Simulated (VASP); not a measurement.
## Ge2Sb2Te5: single point with PBEsol

The system is Ge2Sb2Te5.

```
Ge Sb Te
1.0
     4.24440    0.00000    0.00000
    -2.12220    3.67576    0.00000
     0.00000    0.00000   16.27400
Ge Sb Te
2 2 5
Cartesian
  0.0000 0.0000 5.4964
  0.0000 0.0000 10.7776
  0.0000 2.4505 1.8984
  2.1222 1.2253 14.3756
  0.0000 0.0000 0.0000
  0.0000 2.4505 12.7165
  2.1222 1.2253 3.5575
  0.0000 2.4505 6.8387
  2.1222 1.2253 9.4353
```

```json
{"Program": "VASP 6.6.1", "Task": "single point", "Functional": "PBEsol", "Potentials or basis": "VASP PAW PBE potentials, release 64 (Ge_d, Sb, Te)", "Cutoff": "520 eV", "k mesh": "9 × 9 × 2", "Occupations": "gaussian, width 0.03 eV", "Spin": "no spin polarisation", "Dipole correction": "no", "Further INCAR settings": "ALGO = Normal; EDIFF = 1e-06; NBANDS = 44"}
```

| Property | Result |
| --- | --- |
| Pressure | 1.9 GPa |
| Largest force | 0.298 eV/Å |
| Band gap on the k mesh | zero (band 34 reaches 6.94 eV, above the bottom of band 35 at 6.86 eV) |

Forces in eV/Å, atoms in the order of the input:
```
Ge   0.000  0.000 -0.167
Ge   0.000  0.000  0.167
Sb   0.000  0.000 -0.126
Sb   0.000  0.000  0.126
Te   0.000  0.000  0.000
Te   0.000  0.000 -0.296
Te   0.000  0.000  0.296
Te   0.000  0.000  0.298
Te   0.000  0.000 -0.298
```

Stress tensor (GPa, compression positive):
```
1.11 0.00 0.00
0.00 1.11 0.00
0.00 0.00 3.47
```

Levels at points of the mesh, in eV from the Fermi level:
```csv
k point,band 32,band 33,band 34,band 35,band 36,band 37
"(0.00, 0.00, 0.00)",-1.31,-1.03,-0.24,-0.08,-0.08,0.66
"(0.00, 0.00, 0.50)",-1.41,-1.02,-0.25,0.00,0.00,0.68
```

It took 5.7 min on 1 thread of Intel Xeon 6975P-C, with other jobs on the host, peak memory 0.51 GiB.

Caveat: the PAW data sets were made with another functional, which shifts forces and pressure a little; spin-orbit coupling is left out, which moves the levels of the heavy elements.
